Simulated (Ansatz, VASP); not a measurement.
**Al2O3: VASP beside Ansatz**

```
Al O
1.0
     2.38990    1.37981    4.34602
    -2.38990    1.37981    4.34602
     0.00000   -2.75962    4.34602
Al O
4 6
Direct
  0.35210 0.35210 0.35210
  0.14790 0.14790 0.14790
  0.64790 0.64790 0.64790
  0.85210 0.85210 0.85210
  0.55640 0.94360 0.25000
  0.25000 0.55640 0.94360
  0.94360 0.25000 0.55640
  0.44360 0.05640 0.75000
  0.75000 0.44360 0.05640
  0.05640 0.75000 0.44360
```

Alike in both runs: functional PBE; dispersion D3(BJ); k mesh 6 × 6 × 6; occupations gaussian, width 0.02 eV; no spin polarisation.

Ansatz relaxed the structure, and its values are those at the end. VASP's run is a single point on that final structure, the one shown.

|  | VASP | Ansatz |
| --- | --- | --- |
| version | VASP 6.6.1 | Ansatz 0.2.0 |
| potentials or method | VASP PAW PBE potentials, release 64 (Al, O), cutoff 520 eV | scalar-relativistic, plane waves, PAW |
| valence electrons in the cell | 48 | 48 |

```tsv
	VASP	Ansatz	Ansatz less VASP
gap on the k mesh at the Fermi level (eV)	6.07	6.07	+0.002
least direct gap on the mesh (eV)	6.07	6.07	+0.002
pressure (GPa)	-0.2	0.0	+0.15
```
